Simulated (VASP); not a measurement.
# Si16B (a cell with a defect) in VASP: further runs, part 2 of 2

VASP 6.6.1. Earlier steps stand in the parts before.

**3. Single point, PBEsol, collinear spin, zero start**

File INCAR:

```
SYSTEM = Si16B
  PREC = Accurate
  ENCUT = 520
  EDIFF = 1E-6
  ISMEAR = -1
  SIGMA = 0.05
  LREAL = Auto
  LASPH = .TRUE.
  NELM = 150
  ALGO = Normal
  ISIF = 2
  LWAVE = .FALSE.
  LCHARG = .TRUE.
  ISPIN = 2
  MAGMOM = 0 0 0 0 0 0 0 0 0 0 0 0 0 0 0 0 0
  LORBIT = 11
  GGA = PS
  LELF = .TRUE.
  LVHAR = .TRUE.
  NBANDS = 52
```

File KPOINTS:

```
regular mesh
0
G
  2 2 2
  0 0 0
```

File POSCAR:

```
Si16B
1.0
    0.0000000000      5.4300000000      5.4300000000
    5.4300000000      0.0000000000      5.4300000000
    5.4300000000      5.4300000000      0.0000000000
Si B
16 1
Direct
   -0.0028132597      0.0099025783     -0.0030232044
    0.1251955801      0.1259279926      0.1249224678
    0.0001521179      0.0007946593      0.4984116022
    0.1245710866      0.1233467772      0.6240996317
   -0.0029450276      0.4976767035     -0.0031610497
    0.1187477901      0.6287229282      0.1185730203
    0.0068535912      0.4984228361      0.5019110497
    0.1270945672      0.6273761510      0.6253013812
    0.4986848987      0.0007819521     -0.0001042357
    0.6243077348      0.1233394107      0.1243762431
    0.5016527624     -0.0007794659      0.5014588398
    0.6265373849      0.1235313076      0.6262813996
    0.5020851750      0.4984297422      0.0066133517
    0.6255162983      0.6273608656      0.1268356354
    0.4997199816      0.4970455801      0.4994632597
    0.6213635359      0.6242252302      0.6211066298
    0.8160432781      0.3742780847      0.8158578269
```

Potentials or basis: VASP PAW PBE potentials, release 64 (Si, B).

Launch:

```
> cat potpaw_PBE.64/Si/POTCAR potpaw_PBE.64/B/POTCAR > POTCAR
> mpirun -np 1 vasp_std > vasp.out
```

Run time: 4.2 min. Hardware: 1 thread of Intel Xeon 6975P-C (Granite Rapids), shared host; peak memory 0.71 GiB.

The run converged. Its results:

| Quantity | Value |
| --- | --- |
| Free energy | -94.3472 eV |
| Pressure | 1.2 GPa |
| Largest force | 0.055 eV/Å |
| Net moment | 0.00 μB per cell |
| Valence electrons inside the program's atomic spheres | Si 1.68, 1.70, 1.67, 1.69 (each value once); B 1.67 |

Forces on the atoms (eV/Å):
```
Si   0.007 -0.022  0.008
Si   0.001 -0.002  0.000
Si  -0.004  0.004  0.011
Si   0.001  0.000  0.018
Si  -0.002 -0.021 -0.001
Si   0.003 -0.019  0.004
Si  -0.005 -0.018  0.014
Si  -0.009 -0.005 -0.002
Si   0.010  0.004 -0.004
Si   0.018  0.000  0.002
Si  -0.002  0.018 -0.002
Si   0.000  0.019 -0.001
Si   0.015 -0.018 -0.005
Si  -0.001 -0.005 -0.009
Si  -0.003  0.007 -0.003
Si  -0.011  0.008 -0.012
B   -0.017  0.050 -0.016
```

Stress tensor (GPa, compression positive):
```
0.95 0.39 0.75
0.39 1.82 0.39
0.75 0.39 0.95
```

Levels at points of the mesh, in eV from the Fermi level:
Spin up:
| k point | band 31 | band 32 | band 33 | band 34 | band 35 | band 36 | band 37 | band 38 |
| --- | --- | --- | --- | --- | --- | --- | --- | --- |
| (0.00, 0.00, 0.00) | -1.08 | -0.46 | -0.42 | -0.32 | 0.16 | 0.20 | 0.25 | 0.33 |
| (0.50, 0.00, 0.00) | -1.18 | -1.12 | -0.80 | -0.02 | 0.17 | 1.02 | 1.06 | 1.11 |
| (0.00, 0.50, 0.00) | -1.17 | -1.10 | -0.85 | 0.06 | 0.29 | 1.00 | 1.05 | 1.08 |
| (0.00, 0.00, 0.50) | -1.18 | -1.12 | -0.80 | -0.02 | 0.17 | 1.02 | 1.06 | 1.11 |
| (0.50, 0.50, 0.50) | -1.22 | -1.13 | -1.12 | 0.28 | 0.83 | 0.99 | 1.07 | 1.07 |
| (0.50, 0.50, 0.00) | -1.69 | -1.67 | -0.47 | -0.04 | 0.64 | 1.28 | 1.45 | 1.71 |
| (0.00, 0.50, 0.50) | -1.69 | -1.67 | -0.47 | -0.04 | 0.64 | 1.28 | 1.45 | 1.71 |
| (0.50, 0.00, 0.50) | -1.71 | -1.69 | -0.43 | 0.16 | 0.66 | 1.28 | 1.44 | 1.49 |
Spin down:
```tsv
k point	band 32	band 33	band 34	band 35	band 36	band 37
(0.00, 0.00, 0.00)	-0.46	-0.42	-0.32	0.16	0.20	0.25
(0.50, 0.00, 0.00)	-1.12	-0.80	-0.02	0.17	1.02	1.06
(0.00, 0.50, 0.00)	-1.10	-0.85	0.06	0.29	1.00	1.05
(0.00, 0.00, 0.50)	-1.12	-0.80	-0.02	0.17	1.02	1.06
(0.50, 0.50, 0.50)	-1.13	-1.12	0.28	0.83	0.99	1.07
(0.50, 0.50, 0.00)	-1.67	-0.47	-0.04	0.64	1.28	1.45
(0.00, 0.50, 0.50)	-1.67	-0.47	-0.04	0.64	1.28	1.45
(0.50, 0.00, 0.50)	-1.69	-0.43	0.16	0.66	1.28	1.44
```

Caveat: the k points lie up to 0.50 Å⁻¹ apart; the PAW data sets were made with another functional, which shifts forces and pressure a little.

**4. Single point, PBEsol, collinear spin, zero start**

File INCAR:

```
SYSTEM = Si16B
  PREC = Accurate
  ENCUT = 520
  EDIFF = 1E-6
  ISMEAR = -1
  SIGMA = 0.05
  LREAL = Auto
  LASPH = .True.
  NELM = 150
  ALGO = Normal
  ISIF = 2
  LWAVE = .False.
  LCHARG = .False.
  ISPIN = 2
  MAGMOM = 0 0 0 0 0 0 0 0 0 0 0 0 0 0 0 0 0
  LORBIT = 11
  GGA = PS
  NBANDS = 52
```

File KPOINTS:

```
Automatic mesh
0
Gamma
  2 2 2
  0 0 0
```

File POSCAR:

```
Si16B
1.0
    0.0000000000      5.4300000000      5.4300000000
    5.4300000000      0.0000000000      5.4300000000
    5.4300000000      5.4300000000      0.0000000000
Si B
16 1
Direct
   -0.0030063536      0.0088490792     -0.0036013812
    0.1252316759      0.1242101289      0.1245734807
   -0.0000046961      0.0009776243      0.4980728361
    0.1271313996      0.1204980663      0.6248360037
   -0.0026720074      0.4961082873     -0.0031491713
    0.1188653775      0.6344716390      0.1183930018
    0.0066531308      0.4928693370      0.5016063536
    0.1241616943      0.6283071823      0.6239650092
    0.4987311234      0.0010418048     -0.0006644567
    0.6254289134      0.1206679558      0.1264344383
    0.4997484346      0.0039732965      0.4990576427
    0.6265411602      0.1237658379      0.6258824125
    0.5020828729      0.4930373849      0.0060677716
    0.6244476059      0.6283669429      0.1236888582
    0.5016811234      0.4977063536      0.5011919890
    0.6216446593      0.6334256906      0.6210406077
    0.8154346225      0.4992053407      0.8148896869
```

Potentials or basis: VASP PAW PBE potentials, release 64 (Si, B).

Launch:

```
> cat potpaw_PBE.64/Si/POTCAR potpaw_PBE.64/B/POTCAR > POTCAR
> mpirun -np 1 vasp_std > vasp.out
```

OUTCAR:

```text
SYSTEM = Si16B
   PREC = Accurate
   ENCUT = 520
   EDIFF = 1E-6
   ISMEAR = -1
   LREAL = Auto
   LASPH = .True.
   NELM = 150
   ISIF = 2
   ISPIN = 2
   LORBIT = 11
   GGA = PS

 ion  position               nearest neighbor table
   1  0.997  0.009  0.996-  10 2.33   4 2.33   2 2.33   6 2.35
   2  0.125  0.124  0.125-   1 2.33   5 2.33   3 2.34   9 2.34
   3  1.000  0.001  0.498-   8 2.34   4 2.34  12 2.34   2 2.34
   4  0.127  0.120  0.625-   1 2.33   7 2.33  11 2.34   3 2.34
   5  0.997  0.496  0.997-   2 2.33  14 2.34   8 2.34   6 2.39  17 2.41
   6  0.119  0.634  0.118-   1 2.35   5 2.39  13 2.41   7 2.41
   7  0.007  0.493  0.502-  17 2.11   4 2.33   8 2.35   6 2.41  16 2.42
   8  0.124  0.628  0.624-   3 2.34   5 2.34   7 2.35  15 2.37  17 2.48
   9  0.499  0.001  0.999-  14 2.34  10 2.34  12 2.34   2 2.34
  10  0.625  0.121  0.126-   1 2.33  13 2.33  11 2.34   9 2.34
  11  0.500  0.004  0.499-  16 2.32   4 2.34  10 2.34  12 2.34
  12  0.627  0.124  0.626-  11 2.34   9 2.34   3 2.34  15 2.34
  13  0.502  0.493  0.006-  17 2.11  10 2.33  14 2.35   6 2.41  16 2.42
  14  0.624  0.628  0.124-   9 2.34   5 2.34  13 2.35  15 2.37  17 2.49
  15  0.502  0.498  0.501-  12 2.34  16 2.36  14 2.37   8 2.37
  16  0.622  0.633  0.621-  17 2.15  11 2.32  15 2.36   7 2.42  13 2.42
  17  0.815  0.499  0.815-   7 2.11  13 2.11  16 2.15   5 2.41   8 2.48  14 2.49

  LATTYP: Found a face centered cubic cell.
[... 1003 lines left out ...]
  volume of cell :      320.21
      direct lattice vectors                 reciprocal lattice vectors
     0.000000000  5.430000000  5.430000000    -0.092081031  0.092081031  0.092081031
     5.430000000  0.000000000  5.430000000     0.092081031 -0.092081031  0.092081031
     5.430000000  5.430000000  0.000000000     0.092081031  0.092081031 -0.092081031

 POSITION                                       TOTAL-FORCE (eV/Angst)
 -----------------------------------------------------------------------------------
      5.45850     10.82412      5.46173         0.001129     -0.020269      0.001688
      1.35090      1.35644      1.35447        -0.000527      0.001418     -0.002918
      2.70984      8.13451      5.43528        -0.013314      0.002722      0.000470
      4.04716      4.08318      1.34463        -0.003043     -0.004305      0.005517
      8.10677     10.82839      8.10936        -0.006811     -0.016064     -0.006151
      4.08805      1.28831      4.09062        -0.000591     -0.014960     -0.000321
[... 9 lines left out ...]
      6.81175      6.74778      6.81503         0.012248      0.009921      0.010968
      7.13554      8.85266      7.13850         0.050497      0.032075      0.051321
 -----------------------------------------------------------------------------------
    total drift:                                0.006501     -0.007594      0.003650

  FREE ENERGIE OF THE ION-ELECTRON SYSTEM (eV)
  ---------------------------------------------------
  free  energy   TOTEN  =       -94.3485755500 eV

  energy  without entropy=      -94.2955034664  energy(sigma->0) =      -94.32203951

 total charge

# of ion       s       p       d       tot
------------------------------------------
    1        0.745   0.953   0.000   1.699
    2        0.742   0.957   0.000   1.699
    3        0.740   0.959   0.000   1.699
    4        0.748   0.948   0.000   1.696
    5        0.743   0.934   0.000   1.677
    6        0.769   0.905   0.000   1.674
[... 9 lines left out ...]
   16        0.751   0.922   0.000   1.672
   17        0.761   0.907   0.000   1.668
--------------------------------------------------
tot         12.720  15.944   0.000  28.664

 magnetization (x)

# of ion       s       p       d       tot
------------------------------------------
    1       -0.000  -0.000   0.000  -0.000
    2       -0.000  -0.000   0.000  -0.000
    3       -0.000  -0.000   0.000  -0.000
    4       -0.000  -0.000   0.000  -0.000
    5        0.000   0.000   0.000   0.000
    6        0.000  -0.000   0.000   0.000
[... 9 lines left out ...]
   16        0.000   0.000   0.000   0.000
   17        0.000   0.000   0.000   0.000
--------------------------------------------------
tot          0.000   0.000   0.000   0.000
```

OSZICAR:

```text
N       E                     dE             d eps       ncg     rms          rms(c)
DAV:   1     0.145987726488E+03    0.14599E+03   -0.25301E+04  1664   0.106E+03
DAV:   2    -0.826408409957E+02   -0.22863E+03   -0.21418E+03  2052   0.161E+02
DAV:   3    -0.963437412616E+02   -0.13703E+02   -0.13391E+02  2132   0.348E+01
DAV:   4    -0.966095961545E+02   -0.26585E+00   -0.26483E+00  2088   0.592E+00
DAV:   5    -0.966160030790E+02   -0.64069E-02   -0.64016E-02  2132   0.860E-01    0.147E+01
DAV:   6    -0.948829809021E+02    0.17330E+01   -0.22622E+00  2048   0.484E+00    0.886E+00
DAV:   7    -0.943826634968E+02    0.50032E+00   -0.11443E+00  1932   0.307E+00    0.289E+00
DAV:   8    -0.943478550103E+02    0.34808E-01   -0.15768E-01  2040   0.117E+00    0.426E-01
DAV:   9    -0.943477770215E+02    0.77989E-04   -0.11917E-02  2044   0.368E-01    0.250E-01
DAV:  10    -0.943484065343E+02   -0.62951E-03   -0.25604E-03  1976   0.163E-01    0.121E-01
DAV:  11    -0.943485462944E+02   -0.13976E-03   -0.28772E-04  2072   0.605E-02    0.594E-02
DAV:  12    -0.943485719307E+02   -0.25636E-04   -0.31801E-05  1988   0.193E-02    0.249E-02
DAV:  13    -0.943485750500E+02   -0.31193E-05   -0.60548E-06  1952   0.839E-03    0.645E-03
DAV:  14    -0.943485755500E+02   -0.49996E-06   -0.19742E-06  1316   0.446E-03
   1 F= -.94348576E+02 E0= -.94322040E+02  d E =-.530721E-01  mag=     0.0000
```

Run time: 3.8 min. Hardware: 1 thread of Intel Xeon 6975P-C (Granite Rapids), shared host; peak memory 0.71 GiB.

Results:

| Property | Result |
| --- | --- |
| Free energy | -94.3486 eV |
| Pressure | 1.2 GPa |
| Largest force | 0.079 eV/Å |
| Net moment | 0.00 μB per cell |
| Valence electrons inside the program's atomic spheres | Si 1.70, 1.68, 1.67 (each value once); B 1.67 |

Forces on the atoms (eV/Å):
```
Si   0.001 -0.020  0.002
Si  -0.001  0.001 -0.003
Si  -0.013  0.003  0.000
Si  -0.003 -0.004  0.006
Si  -0.007 -0.016 -0.006
Si  -0.001 -0.015  0.000
Si  -0.019 -0.017  0.000
Si  -0.018  0.000 -0.006
Si   0.000  0.003 -0.014
Si   0.005 -0.004 -0.005
Si   0.002  0.008  0.002
Si   0.001  0.018 -0.002
Si  -0.003 -0.016 -0.020
Si  -0.007 -0.001 -0.018
Si   0.001  0.019  0.002
Si   0.012  0.010  0.011
B    0.050  0.032  0.051
```

Stress tensor (GPa, compression positive):
```
 0.93 -0.43  0.74
-0.43  1.73 -0.43
 0.74 -0.43  0.93
```

Caveat: the k points lie up to 0.50 Å⁻¹ apart; the PAW data sets were made with another functional, which shifts forces and pressure a little.

**5. The runs side by side**

| cell | gap on the mesh (eV) | pressure (GPa) | moment (μB) | largest force (eV/Å) |
| --- | --- | --- | --- | --- |
| as given, atomic positions A | none | 0.9 | 0.00 | 0.26 |
| as given, atomic positions B | none | 1.2 | 0.00 | 0.06 |
| as given, atomic positions C | none | 1.2 | 0.00 | 0.08 |

Alike in all rows: task single point; level PBEsol; potentials or basis VASP PAW PBE potentials, release 64 (Si, B); spin collinear, zero start; k mesh 2 × 2 × 2; cutoff (eV) 520; smearing fermi-dirac 0.05 eV.

Caveats: all runs use coarse meshes; the PAW data sets were made with another functional, which shifts forces and pressure a little.

Absolute energies hang on the potentials; compare differences alone.
